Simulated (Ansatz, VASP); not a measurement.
One calculation of Zn3Se2S, two programs

```
CELL_PARAMETERS angstrom
5.96985 -3.44537 0.00000
5.96985 3.44537 0.00000
0.00000 0.00000 6.52861
ATOMIC_POSITIONS crystal
Zn 0.16631 0.51216 0.49960
Zn 0.84452 0.15548 0.51654
Zn 0.48784 0.83369 0.49960
Zn 0.51216 0.16631 0.99960
Zn 0.15548 0.84452 0.01654
Zn 0.83369 0.48784 0.99960
Se 0.16683 0.50336 0.87958
Se 0.49664 0.83317 0.87958
Se 0.50336 0.16683 0.37958
Se 0.83317 0.49664 0.37958
S 0.83747 0.16253 0.88009
S 0.16253 0.83747 0.38009
```

Alike in both runs: functional PBE; k mesh 6 × 6 × 4; no spin polarisation.

Ansatz relaxed the structure, and its values are those at the end. VASP's run is a single point on that final structure, the one shown.

```csv
,VASP,Ansatz
version,VASP 6.6.1,Ansatz 0.2.0
potentials or method,"VASP PAW PBE potentials, release 64 (Zn, Se, S), cutoff 500 eV","scalar-relativistic, plane waves, PAW"
occupations,"gaussian, width 0.01 eV",fixed
valence electrons in the cell,108,148
```

|  | VASP | Ansatz | Ansatz less VASP |
| --- | --- | --- | --- |
| gap on the k mesh at the Fermi level (eV) | 1.47 | 1.47 | -0.001 |
| least direct gap on the mesh (eV) | 1.47 | 1.47 | -0.001 |
| pressure (GPa) | 0.2 | 0.0 | -0.17 |

VASP's potentials hold 108 valence electrons a cell and Ansatz's 148, so a difference there can come from the potentials and not from the codes.
